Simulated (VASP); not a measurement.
# CO2 in VASP: further runs

The runs below take CO2 through single point, with PBE+D3(BJ).

Everything below comes from runs of VASP 6.6.1. Logs are shortened: lines on timing, memory, paths and dates and some standing lists are left out, and cuts for length are marked.

## (1) The cell of the first run

The cell holds a disordered packing, 18 atoms: a = 7.343 Å, b = 7.343 Å, c = 7.343 Å, α = 90.00°, β = 90.00°, γ = 90.00°.

## (2) Single point, PBE+D3(BJ)

Input file INCAR:

```
SYSTEM = CO2
  PREC = Accurate
  ENCUT = 520
  EDIFF = 1E-6
  ISMEAR = -1
  SIGMA = 0.02
  LREAL = Auto
  LASPH = .True.
  NELM = 100
  ALGO = Normal
  ISIF = 2
  LWAVE = .False.
  LCHARG = .False.
  GGA = PE
  IVDW = 12
  NBANDS = 63
```

Input file KPOINTS:

```
regular mesh
0
Gamma
  1 1 1
  0 0 0
```

Input file POSCAR:

```
CO2
1.0
    7.3434200000      0.0000000000      0.0000000000
    0.0000000000      7.3434200000      0.0000000000
    0.0000000000      0.0000000000      7.3434200000
C O
6 12
Direct
    0.3288817739      0.6637222706      0.9658913775
    1.0141282636      0.4803708510      0.5009280782
    0.8881649019      0.9542785448     -0.0003816883
    0.9249724057     -0.0343446709      0.4813031548
    0.4231795065      0.1657000313      0.8828731777
    0.5353300182      0.4793162697      0.4609081745
    0.2348649942      0.7624310763      0.8831821116
    0.4235940008      0.5654426902      1.0480178464
    0.9528789073      0.4456157545      0.6438962540
    1.0754616908      0.5154037969      0.3579783463
    0.8486266576      0.8394461976      0.1028168703
    0.9280036646      1.0690959972     -0.1033918754
    0.8284615016     -0.1432294680      0.5472630658
    1.0216476485      0.0744282423      0.4156158819
    0.4948768161      0.0856108593      1.0005532650
    0.3511641039      0.2453371068      0.7651339416
    0.4566617379      0.5996794009      0.5300032432
    0.6148997071      0.3591267495      0.3924647748
```

Potentials or basis: VASP PAW PBE potentials, release 64 (C, O).

Started as:

```
$ cat potpaw_PBE.64/C/POTCAR potpaw_PBE.64/O/POTCAR > POTCAR
$ mpirun -np 1 vasp_gam > vasp.out
```

OUTCAR:

```text
SYSTEM = CO2
   PREC = Accurate
   ENCUT = 520
   EDIFF = 1E-6
   ISMEAR = -1
   LREAL = Auto
   LASPH = .True.
   NELM = 100
   ISIF = 2
   GGA = PE
   IVDW = 12
 IVDW          = 12

 ion  position               nearest neighbor table
   1  0.329  0.664  0.966-   8 1.17   7 1.17
   2  0.014  0.480  0.501-   9 1.17  10 1.17
   3  0.888  0.954  1.000-  12 1.17  11 1.17
   4  0.925  0.966  0.481-  14 1.17  13 1.17
   5  0.423  0.166  0.883-  16 1.17  15 1.17
   6  0.535  0.479  0.461-  17 1.17  18 1.17
   7  0.235  0.762  0.883-   1 1.17
   8  0.424  0.565  0.048-   1 1.17
   9  0.953  0.446  0.644-   2 1.17
  10  0.075  0.515  0.358-   2 1.17
  11  0.849  0.839  0.103-   3 1.17
  12  0.928  0.069  0.897-   3 1.17
  13  0.828  0.857  0.547-   4 1.17
  14  0.022  0.074  0.416-   4 1.17
  15  0.495  0.086  0.001-   5 1.17
  16  0.351  0.245  0.765-   5 1.17
  17  0.457  0.600  0.530-   6 1.17
  18  0.615  0.359  0.392-   6 1.17

  LATTYP: Found a simple cubic cell.
 ALAT       =     7.3434200000

  Lattice vectors:

 A1 = (   7.3434200000,   0.0000000000,   0.0000000000)
 A2 = (   0.0000000000,   7.3434200000,   0.0000000000)
 A3 = (   0.0000000000,   0.0000000000,   7.3434200000)

Analysis of symmetry for initial positions (statically):
=====================================================================
 Subroutine PRICEL returns:
 Original cell was already a primitive cell.

 Routine SETGRP: Setting up the symmetry group for a
 simple cubic supercell.

 Subroutine GETGRP returns: Found  1 space group operations
 (whereof  1 operations were pure point group operations)
 out of a pool of 48 trial point group operations.

The static configuration has the point symmetry C_1 .

Analysis of symmetry for dynamics (positions and initial velocities):
=====================================================================
 Subroutine PRICEL returns:
 Original cell was already a primitive cell.

 Routine SETGRP: Setting up the symmetry group for a
 simple cubic supercell.

 Subroutine GETGRP returns: Found  1 space group operations
 (whereof  1 operations were pure point group operations)
 out of a pool of 48 trial point group operations.

The dynamic configuration has the point symmetry C_1 .

 Subroutine INISYM returns: Found  1 space group operations
 (whereof  1 operations are pure point group operations),
 and found     1 'primitive' translations

----------------------------------------------------------------------------------------

                                     Primitive cell

  volume of cell :     395.9999

  direct lattice vectors                    reciprocal lattice vectors
     7.343420000  0.000000000  0.000000000     0.136176332  0.000000000  0.000000000
     0.000000000  7.343420000  0.000000000     0.000000000  0.136176332  0.000000000
     0.000000000  0.000000000  7.343420000     0.000000000  0.000000000  0.136176332

  length of vectors
     7.343420000  7.343420000  7.343420000     0.136176332  0.136176332  0.136176332

  position of ions in fractional coordinates (direct lattice)
     0.328881774  0.663722271  0.965891378
     0.014128264  0.480370851  0.500928078
     0.888164902  0.954278545  0.999618312
     0.924972406  0.965655329  0.481303155
     0.423179506  0.165700031  0.882873178
     0.535330018  0.479316270  0.460908174
[... 10 lines left out ...]
     0.456661738  0.599679401  0.530003243
     0.614899707  0.359126749  0.392464775

  ion indices of the primitive-cell ions
   primitive index   ion index
                 1           1
                 2           2
                 3           3
                 4           4
                 5           5
                 6           6
[... 10 lines left out ...]
                17          17
                18          18

----------------------------------------------------------------------------------------

 KPOINTS: regular mesh

Automatic generation of k-mesh.
 Grid dimensions read from file:
 generate k-points for:    1    1    1

 Generating k-lattice:

  Cartesian coordinates                     Fractional coordinates (reciprocal lattice)
     0.136176332  0.000000000  0.000000000     1.000000000  0.000000000  0.000000000
     0.000000000  0.136176332  0.000000000     0.000000000  1.000000000  0.000000000
     0.000000000  0.000000000  0.136176332     0.000000000  0.000000000  1.000000000

  Length of vectors
     0.136176332  0.136176332  0.136176332

  Shift w.r.t. Gamma in fractional coordinates (k-lattice)
     0.000000000  0.000000000  0.000000000

 Subroutine IBZKPT returns following result:
 ===========================================

 Found      1 irreducible k-points:

 Following reciprocal coordinates:
            Coordinates               Weight
  0.000000  0.000000  0.000000      1.000000
   k-points           NKPTS =      1   k-points in BZ     NKDIM =      1   number of bands    NBANDS=     63
   number of dos      NEDOS =    301   number of ions     NIONS =     18
   total plane-waves  NPLWV = 175616
   dimension x,y,z NGX =    56 NGY =   56 NGZ =   56
   dimension x,y,z NGXF=   112 NGYF=  112 NGZF=  112
   ions per type =               6  12
   NGX,Y,Z   is equivalent  to a cutoff of  12.68, 12.68, 12.68 a.u.
   NGXF,Y,Z  is equivalent  to a cutoff of  25.36, 25.36, 25.36 a.u.
 SYSTEM =  CO2
   PREC   = accura    normal or accurate (medium, high low for compatibility)
   ISTART =      0    job   : 0-new  1-cont  2-samecut
   ICHARG =      2    charge: 1-file 2-atom 10-const
   ISPIN  =      1    spin polarized calculation?
   LNONCOLLINEAR =      F non collinear calculations
   LSORBIT =      F    spin-orbit coupling
   LASPH  =      T    aspherical Exc in radial PAW
   ENCUT  =  520.0 eV  38.22 Ry    6.18 a.u.  13.65 13.65 13.65*2*pi/ulx,y,z
   NELM   =    100;   NELMIN=  2; NELMDL= -5     # of ELM steps
   EDIFF  = 0.1E-05   stopping-criterion for ELM
   LREAL  =      T    real-space projection
   EDIFFG = 0.1E-04   stopping-criterion for IOM
   NSW    =      0    number of steps for IOM
   IBRION =     -1    ionic relax: 0-MD 1-quasi-New 2-CG
   NFREE  =      0    steps in history (QN), initial steepest desc. (CG)
   ISIF   =      2    stress and relaxation
   ISYM   =      2    0-nonsym 1-usesym 2-fastsym
   POTIM  = 0.5000    time-step for ionic-motion
   TEBEG  =    0.0;   TEEND  =   0.0 temperature during run
   PSTRESS=    0.0 pullay stress
   NELECT =      96.0000    total number of electrons
   NUPDOWN=      -1.0000    fix difference up-down
   EMIN   =  10.00;   EMAX   =-10.00  energy-range for DOS
   EFERMI =   0.00;   METHOD = LEGACY
   ISMEAR =    -1;   SIGMA  =   0.02  broadening in eV -4-tet -1-fermi 0-gaus
   EFERMI_NEDOS =   21; number of points for ismear=-14 and -15
   IALGO  =     38    algorithm
   IMIX   =      4    mixing-type and parameters
     AMIX     =   0.40;   BMIX     =  1.00
     AMIX_MAG =   1.60;   BMIX_MAG =  1.00
  volume/ion in A,a.u.               =      22.00       148.46
  Fermi-wavevector in a.u.,A,eV,Ry     =   1.020783  1.929001 14.177250  1.041998
  Thomas-Fermi vector in A             =   2.154372
   LORBIT       =      0    0 simple, 1 ext, 2 COOP (PROOUT), +10 PAW based schemes
   GGA     = PE    functional components
   LHFCALC =     F    Hartree Fock is set to
   AEXX    =    0.0000 exact exchange contribution
   IVDW    =    12    specifies the selected vdW correction
   LEPSILON=     F    determine dielectric tensor
   LRPA    =     F    only Hartree local field effects (RPA)
 non-spin polarized calculation
  energy-cutoff  :      520.00
  volume of cell :      396.00
 maximum number of plane-waves:      5390
 NGX is ok and might be reduce to    54
   NGX = 27   NGY = 27   NGZ = 27

 number of electron      95.9999999 magnetization

 Free energy of the ion-electron system (eV)
  ---------------------------------------------------
  ext. energy  EPLUGINS =         0.00000000
  ---------------------------------------------------
  free energy    TOTEN  =      -138.12505644 eV

  energy without entropy =     -138.12505644  energy(sigma->0) =     -138.12505644

 E-fermi :  -4.8636     XC(G=0):  -6.1389

 val. band max:       -5.3428082572   @ k =   0.0000   0.0000   0.0000
 cond. band min:       1.0756321846   @ k =   0.0000   0.0000   0.0000
 fundamental gap:      6.4184404418
 Fermi energy:        -4.8636272276

 k-point     1 :       0.0000    0.0000    0.0000
  band No.  band energies     occupation
      1     -25.9669      2.00000
      2     -25.8996      2.00000
      3     -25.8439      2.00000
      4     -25.7433      2.00000
      5     -25.7145      2.00000
      6     -25.6029      2.00000
[... 52 lines left out ...]
     59       3.1748      0.00000
     60       3.2307      0.00000
 [bands above 60 left out]

------------------------ aborting loop because EDIFF is reached ----------------------------------------

 Edisp (eV)   -0.79897

 E8    (eV) :    -0.2003

  FORCE on cell =-STRESS in cart. coord.  units (eV):
  Direction    XX          YY          ZZ          XY          YZ          ZX
  --------------------------------------------------------------------------------------
  -------------------------------------------------------------------------------------
  Total       0.84150     1.84887     2.10007    -0.56630    -1.77746    -0.15965
  in kB       3.40461     7.48037     8.49668    -2.29120    -7.19143    -0.64592
  external pressure =        6.46 kB  Pullay stress =        0.00 kB

 VOLUME and BASIS-vectors are now :
 -----------------------------------------------------------------------------
  energy-cutoff  :      520.00
  volume of cell :      396.00
      direct lattice vectors                 reciprocal lattice vectors
     7.343420000  0.000000000  0.000000000     0.136176332  0.000000000  0.000000000
     0.000000000  7.343420000  0.000000000     0.000000000  0.136176332  0.000000000
     0.000000000  0.000000000  7.343420000     0.000000000  0.000000000  0.136176332

 POSITION                                       TOTAL-FORCE (eV/Angst)
 -----------------------------------------------------------------------------------
      2.41512      4.87399      7.09295         0.004479     -0.012504     -0.001798
      0.10375      3.52756      3.67853         0.009345     -0.048251      0.010752
      6.52217      7.00767      7.34062         0.000876      0.001136     -0.006455
      6.79246      7.09121      3.53441        -0.031657      0.021393      0.021453
      3.10758      1.21680      6.48331        -0.015761      0.000939      0.007961
      3.93115      3.51982      3.38464         0.008425      0.005876     -0.001321
[... 10 lines left out ...]
      3.35346      4.40370      3.89204        -0.227458      0.333322      0.202849
      4.51547      2.63722      2.88203         0.221302     -0.340995     -0.200645
 -----------------------------------------------------------------------------------
    total drift:                               -0.014338      0.000593      0.010906

  FREE ENERGIE OF THE ION-ELECTRON SYSTEM (eV)
  ---------------------------------------------------
  free  energy   TOTEN  =      -138.9240231507 eV

  energy  without entropy=     -138.9240231506  energy(sigma->0) =     -138.92402315
```

Run time: 44 s. Hardware: 1 thread of Intel Xeon Platinum 8259CL at 2.50GHz (Skylake/Cascade Lake), shared host; peak memory 0.38 GiB.

Results:

| Property | Result |
| --- | --- |
| Free energy | -138.9240 eV |
| Pressure | 0.6 GPa |
| Largest force | 0.612 eV/Å |
| Dispersion energy per atom | -0.044 eV |

Forces in eV/Å, atoms in the order of the input:
```
C    0.004 -0.013 -0.002
C    0.009 -0.048  0.011
C    0.001  0.001 -0.006
C   -0.032  0.021  0.021
C   -0.016  0.001  0.008
C    0.008  0.006 -0.001
O   -0.348  0.350 -0.289
O    0.330 -0.343  0.286
O   -0.214 -0.097  0.499
O    0.220  0.146 -0.499
O   -0.159 -0.443  0.391
O    0.152  0.436 -0.386
O   -0.157 -0.206  0.121
O    0.198  0.201 -0.138
O    0.257 -0.294  0.418
O   -0.250  0.289 -0.438
O   -0.227  0.333  0.203
O    0.221 -0.341 -0.201
```

Levels at points of the mesh, in eV from the Fermi level:
```csv
k point,band 46,band 47,band 48,band 49,band 50,band 51
"(0.00, 0.00, 0.00)",-0.70,-0.56,-0.48,5.94,7.27,7.37
```

Caveat: the k points lie up to 0.86 Å⁻¹ apart.

[end of part 1 of 2]
